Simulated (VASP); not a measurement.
Ag:

```
Ag
1.0
    -1.46500   -2.53745    0.00000
    -1.46500    2.53745    0.00000
     0.00000    0.00000   -4.79000
Ag
2
Cartesian
  -1.4650 0.8458 -1.1975
  -1.4650 -0.8458 -3.5925
```

This isn't the form of Ag at room conditions, which is fcc.

```yaml
Program: VASP 6.6.1
Task: relaxation of cell and atoms
Functional: PBEsol
Potentials_or_basis: VASP PAW PBE potentials, release 64 (Ag)
Cutoff: 600 eV
k_mesh: 18 × 18 × 10
Occupations: gaussian, width 0.1 eV
Spin: no spin polarisation
```

At the start: pressure -6.3 GPa; volume 17.81 Å³/atom.

Q: How do energy, volume and symmetry change on relaxing?

A: Over 12 steps the energy falls by 24.6 meV/atom and the volume is 16.67 Å³/atom (-6.4 %); space group P6_3/mmc (No. 194, to 0.1 Å) before and after.

The path:
```csv
step,energy change (eV),largest force (eV/Å),pressure (GPa),volume (Å³)
1,0.0000,0.0000,-6.33,35.61
2,-0.0312,0.0000,4.72,32.11
3,-0.0493,0.0000,0.19,33.33
4,-0.0492,0.0000,-0.20,33.40
5,-0.0492,0.0000,-0.19,33.39
6,-0.0492,0.0000,-0.17,33.39
7,-0.0492,0.0000,-0.14,33.38
8,-0.0492,0.0000,-0.09,33.37
9,-0.0493,0.0000,-0.07,33.35
10,-0.0492,0.0000,0.15,33.30
11,-0.0493,0.0000,0.04,33.33
12,-0.0493,0.0000,0.01,33.34
```

Final structure:
```cif
data_structure
_symmetry_space_group_name_H-M 'P 1'
_symmetry_Int_Tables_number 1
_cell_length_a 2.8649
_cell_length_b 2.8649
_cell_length_c 4.6896
_cell_angle_alpha 90.000
_cell_angle_beta 90.000
_cell_angle_gamma 120.000
_cell_volume 33.34
loop_
_atom_site_label
_atom_site_type_symbol
_atom_site_fract_x
_atom_site_fract_y
_atom_site_fract_z
_atom_site_occupancy
Ag1 Ag 0.33333 0.66667 0.25000 1
Ag2 Ag 0.66667 0.33333 0.75000 1
```

Caveat: the PAW data sets were made with another functional, which shifts forces and pressure a little.
